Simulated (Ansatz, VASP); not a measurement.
## One calculation of MgO, two programs

```
CELL_PARAMETERS angstrom
0.00000 2.12695 2.12695
2.12695 0.00000 2.12695
2.12695 2.12695 0.00000
ATOMIC_POSITIONS crystal
Mg 0.00000 0.00000 0.00000
O 0.50000 0.50000 0.50000
```

Alike in both runs: functional PBE; k mesh 7 × 7 × 7; no spin polarisation.

Ansatz relaxed the structure, and its values are those at the end. VASP's run is a single point on that final structure, the one shown.

|  | VASP | Ansatz |
| --- | --- | --- |
| version | VASP 6.6.1 | Ansatz 0.2.0 |
| potentials or method | VASP PAW PBE potentials, release 64 (Mg, O), cutoff 520 eV | PAW plane waves |
| occupations | fermi-dirac, width 0.1 eV | fermi-dirac |
| valence electrons in the cell | 8 | 16 |

|  | VASP | Ansatz | Ansatz less VASP |
| --- | --- | --- | --- |
| gap on the k mesh at the Fermi level (eV) | 4.44 | 4.46 | +0.017 |
| pressure (GPa) | -0.7 | 0.0 | +0.74 |

VASP's potentials hold 8 valence electrons a cell and Ansatz's 16, so a difference there can come from the potentials and not from the codes.
